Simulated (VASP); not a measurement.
Write the native input for VASP 6.6.1 that does the following.

```yaml
Task: single point
Functional: PBE
Potentials_or_basis: VASP PAW PBE potentials, release 64 (La, H)
Cutoff: 520 eV
k_mesh: 8 × 8 × 8
Occupations: gaussian, width 0.1 eV
Spin: no spin polarisation
Dipole_correction: no
Further_INCAR_settings: ALGO = Normal; EDIFF = 1e-06; NBANDS = 30
```

The structure of La4H lies in POSCAR:

```
La4H
1.0
   -3.2930090524      3.2930090524      3.2930090524
    3.2930090524     -3.2930090524      3.2930090524
    3.2930090524      3.2930090524     -3.2930090524
La H
4 1
Direct
    0.5000000000      0.5000000000      0.5000000000
    0.0000000000      0.0000000000      0.5000000000
    0.0000000000      0.5000000000      0.0000000000
    0.5000000000      0.0000000000      0.0000000000
    0.0000000000      0.0000000000      0.0000000000
```

One way to write it, as run:

INCAR

```
SYSTEM = La4H
PREC = Accurate
ENCUT = 520
EDIFF = 1E-6
ISMEAR = 0
SIGMA = 0.1
LREAL = .FALSE.
LASPH = .TRUE.
NELM = 100
ALGO = Normal
ISIF = 2
LWAVE = .FALSE.
LCHARG = .FALSE.
GGA = PE
NBANDS = 30
```

KPOINTS

```
regular mesh
0
G
  8 8 8
  0 0 0
```

Potentials or basis: VASP PAW PBE potentials, release 64 (La, H).

Launch:

```bash
$ cat potpaw_PBE.64/La/POTCAR potpaw_PBE.64/H/POTCAR > POTCAR
$ mpirun -np 1 vasp_std > vasp.out
```

It gave:

```yaml
Pressure: 0.0 GPa
```

Wall time 96 s on 1 thread of AMD EPYC 9R45 96-Core Processor (Zen 5), on a shared host, peak memory 0.3 GiB.
